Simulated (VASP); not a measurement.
Here is a VASP 6.6.1 calculation.

The input INCAR:

```
SYSTEM = Si
PREC = Accurate
ENCUT = 520
EDIFF = 1E-7
ISMEAR = 0
SIGMA = 0.05
LREAL = .FALSE.
LASPH = .TRUE.
NELM = 60
ALGO = Normal
ISIF = 2
LWAVE = .FALSE.
LCHARG = .FALSE.
GGA = PE
NBANDS = 16
```

File KPOINTS:

```
Automatic mesh
0
G
  8 8 6
  0 0 0
```

File POSCAR:

```
Si
1.0
    0.0000000000     -2.7347607592     -2.7347607592
    0.0000000000      2.7347607592     -2.7347607592
    5.4695215184      0.0000000000      0.0000000000
Si
4
Direct
    0.5026015490      0.4971235040      0.0000000000
   -0.0026015490      0.0028764960      0.5000000000
    0.9973984510      0.4971235040      0.2500000000
    0.5026015490      0.0028764960      0.7500000000
```

Potentials or basis: VASP PAW PBE potentials, release 64 (Si).

The run is started by

```bash
$ cat potpaw_PBE.64/Si/POTCAR > POTCAR
$ mpirun -np 1 vasp_std > vasp.out
```

(1) Predict the pressure.

(2) Predict the band gap on the k mesh.

(3) Estimate the largest force.

## Answers

(1) 0.0 GPa.

(2) 0.61 eV.

(3) 0.308 eV/Å.

Caveat: the cell differs from its parent crystal (atoms displaced along a vibrational mode).
